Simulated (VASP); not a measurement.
# WC: single point with PBE

The system is WC.

```
W C
1.0
     2.94773    0.00000    0.00000
    -1.47387    2.55281    0.00000
     0.00000    0.00000    5.49332
W C
2 2
Direct
  0.33333 0.66667 0.25000
  0.66667 0.33333 0.75000
  0.00000 0.00000 0.00000
  0.00000 0.00000 0.50000
```

```json
{
  "Program": "VASP 6.6.1",
  "Task": "single point",
  "Functional": "PBE",
  "Potentials or basis": "VASP PAW PBE potentials, release 64 (W_sv, C)",
  "Cutoff": "600 eV",
  "k mesh": "6 × 6 × 4",
  "Occupations": "gaussian, width 0.2 eV",
  "Spin": "no spin polarisation"
}
```

| Property | Result |
| --- | --- |
| Pressure | 1.2 GPa |
| Band gap on the k mesh | zero (band 18 reaches 12.70 eV, above the bottom of band 19 at 11.29 eV) |

Stress tensor (GPa, compression positive):
```
0.82 0.00 0.00
0.00 0.82 0.00
0.00 0.00 1.83
```

Levels at points of the mesh, in eV from the Fermi level:
```csv
k point,band 14,band 15,band 16,band 17,band 18,band 19,band 20,band 21,band 22,band 23
"(0.00, 0.00, 0.00)",-3.30,-2.26,-2.26,-1.42,-1.42,-0.16,0.01,0.01,1.58,5.25
"(0.50, 0.00, 0.00)",-5.18,-4.29,-1.59,-1.40,0.86,1.61,3.06,3.38,3.44,3.73
"(0.00, 0.00, 0.50)",-3.83,-3.83,-3.83,0.65,0.65,0.65,0.65,1.33,1.33,4.44
"(0.50, 0.00, 0.50)",-6.22,-3.84,-3.84,-0.87,-0.87,3.00,3.00,3.90,3.90,5.61
```

Wall time 14 s on 1 thread of AMD EPYC 9R45 96-Core Processor (Zen 5), on a shared host, peak memory 0.15 GiB.

Caveat: the k points lie up to 0.41 Å⁻¹ apart; spin-orbit coupling is left out, which moves the levels of the heavy elements.
